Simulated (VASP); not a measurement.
A run of VASP 6.6.1 is set up as follows.

INCAR

```
PREC     = Accurate       # precision mode
ENCUT    = 520            # plane-wave cutoff, eV
EDIFF    = 1E-6           # SCF threshold, eV
ISMEAR   = 0              # smearing method
SIGMA    = 0.05           # smearing width, eV
LREAL    = F              # projectors in reciprocal space
LASPH    = T              # aspherical terms in the spheres
NELM     = 80             # most SCF steps
ALGO     = Normal         # electronic algorithm
ISIF     = 2              # what is computed and relaxed
LWAVE    = F              # write WAVECAR
LCHARG   = T              # write CHGCAR
GGA      = CA             # functional
LELF     = T              # ELF
LVHAR    = T            
NBANDS   = 16             # bands
```

Contents of KPOINTS:

```
Automatic mesh
0
Gamma
  8 8 8
```

File POSCAR:

```
GaP
1.0
    0.0000000000      2.7661287500      2.7252500000
    2.7252500000      0.0000000000      2.7252500000
    2.7252500000      2.7661287500      0.0000000000
Ga P
1 1
Direct
    0.0000000000      0.0000000000      0.0000000000
    0.7500000000      0.7500000000      0.7500000000
```

Potentials or basis: VASP PAW LDA potentials, release 64 (Ga_d, P).

Launch:

```sh
$ cat potpaw_LDA.64/Ga_d/POTCAR potpaw_LDA.64/P/POTCAR > POTCAR
$ mpirun -np 1 vasp_std > vasp.out
```

Question: What does it give for the pressure?

Answer: -3.8 GPa.

Question: Estimate the band gap on the k mesh.

Answer: 1.44 eV, indirect (least direct gap 1.48 eV).

Stress tensor (GPa, compression positive):
```
-3.41  0.00  0.00
 0.00 -4.59  0.00
 0.00  0.00 -3.41
```

Caveat: the cell differs from its parent crystal (strain +0.0150 x Voigt [0, 1, 0, 0, 0, 0]). A k mesh can miss the band edges.
